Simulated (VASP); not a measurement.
# Si (Fd-3m) in VASP: single point with r2SCAN

Aim: the single point of Si with r2SCAN.

Everything below comes from runs of VASP 6.6.1. Logs are shortened: lines on timing, memory, paths and dates and some standing lists are left out, and cuts for length are marked.

### Step 1. The cell of the first run

Symmetry: Fd-3m, No. 227, cubic system. The conventional cell has a = 5.427 Å, b = 5.427 Å, c = 5.427 Å, α = 90.00°, β = 90.00°, γ = 90.00°. Si (site symmetry -43m) has 4 Si at 2.35 Å within 3.1 Å.

### Step 2. Single point, r2SCAN

POSCAR reads:

```
Si
1.0
    0.0000000000      2.7135600000      2.7135600000
    2.7135600000      0.0000000000      2.7135600000
    2.7135600000      2.7135600000      0.0000000000
Si
2
Direct
    0.7500000000      0.7500000000      0.7500000000
    0.5000000000      0.5000000000      0.5000000000
```

INCAR.step1 reads:

```
  PREC = Accurate
  ENCUT = 550
  ISMEAR = 0
  SIGMA = 0.1
  LREAL = F
  LASPH = T
  NELM = 120
  NBANDS = 11
  GGA = PE
  ALGO = Normal
  EDIFF = 1E-5
  LWAVE = T
  LCHARG = F
  GGA_COMPAT = F
```

INCAR.step2 reads:

```
  PREC = Accurate
  ENCUT = 550
  EDIFF = 1E-6
  ISMEAR = 0
  SIGMA = 0.1
  LREAL = F
  LASPH = T
  NELM = 120
  ALGO = Normal
  ISIF = 2
  LWAVE = F
  LCHARG = F
  METAGGA = R2SCAN
  LMIXTAU = T
  NBANDS = 11
  ISTART = 1
  GGA_COMPAT = F
```

KPOINTS reads:

```
regular mesh
0
Gamma
  6 6 6
```

Potentials or basis: VASP PAW PBE potentials, release 64 (Si).

Launch:

```bash
cat potpaw_PBE.64/Si/POTCAR > POTCAR
cp INCAR.step1 INCAR
mpirun -np 1 vasp_std > vasp.out
cp INCAR.step2 INCAR
mpirun -np 1 vasp_std > vasp.out
```

OUTCAR:

```text
PREC = Accurate
   ENCUT = 550
   EDIFF = 1E-6
   ISMEAR = 0
   LREAL = F
   LASPH = T
   NELM = 120
   ISIF = 2
   METAGGA = R2SCAN
   ISTART = 1

 ion  position               nearest neighbor table
   1  0.750  0.750  0.750-   2 2.35   2 2.35   2 2.35   2 2.35
   2  0.500  0.500  0.500-   1 2.35   1 2.35   1 2.35   1 2.35

  LATTYP: Found a face centered cubic cell.
 ALAT       =     5.4271200000

  Lattice vectors:

 A1 = (   0.0000000000,   2.7135600000,   2.7135600000)
 A2 = (   2.7135600000,   0.0000000000,   2.7135600000)
 A3 = (   2.7135600000,   2.7135600000,   0.0000000000)

Analysis of symmetry for initial positions (statically):
=====================================================================
 Subroutine PRICEL returns:
 Original cell was already a primitive cell.

 Routine SETGRP: Setting up the symmetry group for a
 face centered cubic supercell.

 Subroutine GETGRP returns: Found 48 space group operations
 (whereof 24 operations were pure point group operations)
 out of a pool of 48 trial point group operations.

The static configuration has the point symmetry T_d .
 The point group associated with its full space group is O_h .

Analysis of symmetry for dynamics (positions and initial velocities):
=====================================================================
 Subroutine PRICEL returns:
 Original cell was already a primitive cell.

 Routine SETGRP: Setting up the symmetry group for a
 face centered cubic supercell.

 Subroutine GETGRP returns: Found 48 space group operations
 (whereof 24 operations were pure point group operations)
 out of a pool of 48 trial point group operations.

The dynamic configuration has the point symmetry T_d .
 The point group associated with its full space group is O_h .

 Subroutine INISYM returns: Found 48 space group operations
 (whereof 24 operations are pure point group operations),
 and found     1 'primitive' translations

----------------------------------------------------------------------------------------

                                     Primitive cell

  volume of cell :      39.9621

  direct lattice vectors                    reciprocal lattice vectors
     0.000000000  2.713560000  2.713560000    -0.184259792  0.184259792  0.184259792
     2.713560000  0.000000000  2.713560000     0.184259792 -0.184259792  0.184259792
     2.713560000  2.713560000  0.000000000     0.184259792  0.184259792 -0.184259792

  length of vectors
     3.837553354  3.837553354  3.837553354     0.319147321  0.319147321  0.319147321

  position of ions in fractional coordinates (direct lattice)
     0.750000000  0.750000000  0.750000000
     0.500000000  0.500000000  0.500000000

  ion indices of the primitive-cell ions
   primitive index   ion index
                 1           1
                 2           2

----------------------------------------------------------------------------------------

 KPOINTS: regular mesh

Automatic generation of k-mesh.
 Grid dimensions read from file:
 generate k-points for:    6    6    6

 Generating k-lattice:

  Cartesian coordinates                     Fractional coordinates (reciprocal lattice)
    -0.030709965  0.030709965  0.030709965     0.166666667  0.000000000  0.000000000
     0.030709965 -0.030709965  0.030709965     0.000000000  0.166666667  0.000000000
     0.030709965  0.030709965 -0.030709965     0.000000000  0.000000000  0.166666667

  Length of vectors
     0.053191220  0.053191220  0.053191220

  Shift w.r.t. Gamma in fractional coordinates (k-lattice)
     0.000000000  0.000000000  0.000000000

 Subroutine IBZKPT returns following result:
 ===========================================

 Found     16 irreducible k-points:

 Following reciprocal coordinates:
            Coordinates               Weight
  0.000000  0.000000  0.000000      1.000000
  0.166667  0.000000  0.000000      8.000000
  0.333333  0.000000  0.000000      8.000000
  0.500000  0.000000  0.000000      4.000000
  0.166667  0.166667  0.000000      6.000000
  0.333333  0.166667  0.000000     24.000000
[... 8 lines left out ...]
 -0.333333  0.333333  0.166667     24.000000
 -0.333333  0.500000  0.166667     12.000000
   k-points           NKPTS =     16   k-points in BZ     NKDIM =     16   number of bands    NBANDS=     11
   number of dos      NEDOS =    301   number of ions     NIONS =      2
   total plane-waves  NPLWV =  27000
   dimension x,y,z NGX =    30 NGY =   30 NGZ =   30
   dimension x,y,z NGXF=    60 NGYF=   60 NGZF=   60
   ions per type =               2
   NGX,Y,Z   is equivalent  to a cutoff of  13.00, 13.00, 13.00 a.u.
   NGXF,Y,Z  is equivalent  to a cutoff of  25.99, 25.99, 25.99 a.u.
 SYSTEM =  unknown system
   PREC   = accura    normal or accurate (medium, high low for compatibility)
   ISTART =      1    job   : 0-new  1-cont  2-samecut
   ICHARG =      0    charge: 1-file 2-atom 10-const
   ISPIN  =      1    spin polarized calculation?
   LNONCOLLINEAR =      F non collinear calculations
   LSORBIT =      F    spin-orbit coupling
   LASPH  =      T    aspherical Exc in radial PAW
   ENCUT  =  550.0 eV  40.42 Ry    6.36 a.u.   7.34  7.34  7.34*2*pi/ulx,y,z
   NELM   =    120;   NELMIN=  2; NELMDL=  0     # of ELM steps
   EDIFF  = 0.1E-05   stopping-criterion for ELM
   LREAL  =      F    real-space projection
   EDIFFG = 0.1E-04   stopping-criterion for IOM
   NSW    =      0    number of steps for IOM
   IBRION =     -1    ionic relax: 0-MD 1-quasi-New 2-CG
   NFREE  =      0    steps in history (QN), initial steepest desc. (CG)
   ISIF   =      2    stress and relaxation
   ISYM   =      2    0-nonsym 1-usesym 2-fastsym
   POTIM  = 0.5000    time-step for ionic-motion
   TEBEG  =    0.0;   TEEND  =   0.0 temperature during run
   PSTRESS=    0.0 pullay stress
   NELECT =       8.0000    total number of electrons
   NUPDOWN=      -1.0000    fix difference up-down
   EMIN   =  10.00;   EMAX   =-10.00  energy-range for DOS
   EFERMI =   0.00;   METHOD = LEGACY
   ISMEAR =     0;   SIGMA  =   0.10  broadening in eV -4-tet -1-fermi 0-gaus
   EFERMI_NEDOS =   21; number of points for ismear=-14 and -15
   IALGO  =     38    algorithm
   IMIX   =      4    mixing-type and parameters
     AMIX     =   0.40;   BMIX     =  1.00
     AMIX_MAG =   1.60;   BMIX_MAG =  1.00
  volume/ion in A,a.u.               =      19.98       134.84
  Fermi-wavevector in a.u.,A,eV,Ry     =   0.957684  1.809760 12.478691  0.917158
  Thomas-Fermi vector in A             =   2.086724
   LORBIT       =      0    0 simple, 1 ext, 2 COOP (PROOUT), +10 PAW based schemes
   METAGGA = R2SCAN    functional components
   LHFCALC =     F    Hartree Fock is set to
   AEXX    =    0.0000 exact exchange contribution
   IVDW    =     0    specifies the selected vdW correction
   LEPSILON=     F    determine dielectric tensor
   LRPA    =     F    only Hartree local field effects (RPA)
 non-spin polarized calculation
 Gauss-broadening in eV      SIGMA  =   0.10
  energy-cutoff  :      550.00
  volume of cell :       39.96
 maximum number of plane-waves:      1211
 NGX is ok and might be reduce to    30
   NGX = 15   NGY = 15   NGZ = 15

 number of electron       8.0000000 magnetization

 Free energy of the ion-electron system (eV)
  ---------------------------------------------------
  ext. energy  EPLUGINS =         0.00000000
  ---------------------------------------------------
  free energy    TOTEN  =       -17.52809806 eV

  energy without entropy =      -17.52809806  energy(sigma->0) =      -17.52809806

 E-fermi :   6.1878     XC(G=0):  -9.8591

 val. band max:        5.7644503185   @ k =   0.0000   0.0000   0.0000
 cond. band min:       6.6784909757   @ k =   0.5000   0.5000   0.0000
 fundamental gap:      0.9140406572
 Fermi energy:         6.1877638971

 k-point     1 :       0.0000    0.0000    0.0000
  band No.  band energies     occupation
      1      -6.7760      2.00000
      2       5.7644      2.00000
      3       5.7644      2.00000
      4       5.7645      2.00000
      5       8.5222      0.00000
      6       8.5222      0.00000
      7       8.5222      0.00000
      8       9.7797      0.00000
      9      13.8882      0.00000
     10      13.8882      0.00000
     11      14.4718      0.00000

 k-point     2 :       0.1667    0.0000    0.0000
  band No.  band energies     occupation
      1      -6.3952      2.00000
      2       3.3111      2.00000
      3       5.2872      2.00000
      4       5.2872      2.00000
      5       8.4440      0.00000
      6       9.2101      0.00000
      7       9.2101      0.00000
      8      11.8297      0.00000
      9      13.2572      0.00000
     10      13.2572      0.00000
     11      15.6021      0.00000

 k-point     3 :       0.3333    0.0000    0.0000
  band No.  band energies     occupation
      1      -5.3243      2.00000
      2       0.2089      2.00000
      3       4.7013      2.00000
      4       4.7013      2.00000
      5       7.8809      0.00000
      6       9.5251      0.00000
      7       9.5251      0.00000
      8      14.2376      0.00000
      9      14.2376      0.00000
     10      14.2676      0.00000
     11      15.6579      0.00000

 k-point     4 :       0.5000    0.0000    0.0000
  band No.  band energies     occupation
      1      -4.3178      2.00000
      2      -1.5138      2.00000
      3       4.4894      2.00000
      4       4.4894      2.00000
      5       7.6568      0.00000
      6       9.3489      0.00000
      7       9.3489      0.00000
      8      14.1031      0.00000
      9      16.9306      0.00000
     10      16.9306      0.00000
     11      17.9234      0.00000

 k-point     5 :       0.1667    0.1667    0.0000
  band No.  band energies     occupation
      1      -6.2655      2.00000
      2       3.7019      2.00000
      3       4.5042      2.00000
      4       4.5042      2.00000
      5       7.6728      0.00000
      6      10.4190      0.00000
      7      10.4190      0.00000
      8      10.5107      0.00000
      9      12.9590      0.00000
     10      14.4604      0.00000
     11      16.3066      0.00000
[... 99 lines left out ...]
 k-point    13 :       0.5000    0.5000    0.0000
  band No.  band energies     occupation
      1      -2.4001      2.00000
      2      -2.4001      2.00000
      3       2.7463      2.00000
      4       2.7463      2.00000
      5       6.6785      0.00000
      6       6.6785      0.00000
      7      16.6656      0.00000
      8      16.6656      0.00000
      9      17.3900      0.00000
     10      17.3900      0.00000
     11      19.0003      0.00000

 k-point    14 :       0.5000    0.3333    0.1667
  band No.  band energies     occupation
      1      -4.3609      2.00000
      2      -0.1049      2.00000
      3       2.0304      2.00000
      4       3.3525      2.00000
      5       8.8900      0.00000
      6       9.7983      0.00000
      7      10.3815      0.00000
      8      13.3308      0.00000
      9      15.3857      0.00000
     10      16.3690      0.00000
     11      19.7083      0.00000

 k-point    15 :      -0.3333    0.3333    0.1667
  band No.  band energies     occupation
      1      -3.3209      2.00000
      2      -1.3742      2.00000
      3       1.5754      2.00000
      4       2.8634      2.00000
      5       9.4068      0.00000
      6       9.6642      0.00000
      7      12.3096      0.00000
      8      12.7901      0.00000
      9      13.8620      0.00000
     10      17.6022      0.00000
     11      18.5392      0.00000

 k-point    16 :      -0.3333    0.5000    0.1667
  band No.  band energies     occupation
      1      -2.2736      2.00000
      2      -2.2736      2.00000
      3       1.9432      2.00000
      4       1.9432      2.00000
      5       8.7917      0.00000
      6       8.7917      0.00000
      7      13.0341      0.00000
      8      13.0341      0.00000
      9      17.0618      0.00000
     10      17.0618      0.00000
     11      19.5840      0.00000

------------------------ aborting loop because EDIFF is reached ----------------------------------------

  FORCE on cell =-STRESS in cart. coord.  units (eV):
  Direction    XX          YY          ZZ          XY          YZ          ZX
  --------------------------------------------------------------------------------------
  -------------------------------------------------------------------------------------
  Total        0.1902228      0.1902228      0.1902228      0.0000000     -0.0000000      0.0000000
  in kB        7.6264926      7.6264926      7.6264926      0.0000000     -0.0000000      0.0000000
  external PRESSURE =       7.6264926 kB  Pullay stress =       0.0000000 kB

 VOLUME and BASIS-vectors are now :
 -----------------------------------------------------------------------------
  energy-cutoff  :      550.00
  volume of cell :       39.96
      direct lattice vectors                 reciprocal lattice vectors
     0.000000000  2.713560000  2.713560000    -0.184259792  0.184259792  0.184259792
     2.713560000  0.000000000  2.713560000     0.184259792 -0.184259792  0.184259792
     2.713560000  2.713560000  0.000000000     0.184259792  0.184259792 -0.184259792

 POSITION                                       TOTAL-FORCE (eV/Angst)
 -----------------------------------------------------------------------------------
      4.07034      4.07034      4.07034        -0.000000     -0.000000     -0.000000
      2.71356      2.71356      2.71356         0.000000      0.000000      0.000000
 -----------------------------------------------------------------------------------
    total drift:                                0.000000     -0.000000     -0.000000

  FREE ENERGIE OF THE ION-ELECTRON SYSTEM (eV)
  ---------------------------------------------------
  free  energy   TOTEN  =       -17.5280980592 eV

  energy  without entropy=      -17.5280980591  energy(sigma->0) =      -17.52809806
```

Run time: 46 s. Hardware: 1 thread of AMD EPYC 7R13, shared host; peak memory 0.13 GiB.

Results:

| Item | Value |
| --- | --- |
| Free energy | -17.5281 eV |
| Pressure | 0.8 GPa |
| Band gap on the k mesh | 0.91 eV, indirect (least direct gap 2.76 eV) |

Caveat: the PAW data sets were made with another functional, which shifts forces and pressure a little. r2SCAN opens gaps a little over a GGA but as a rule still falls short of measured ones.
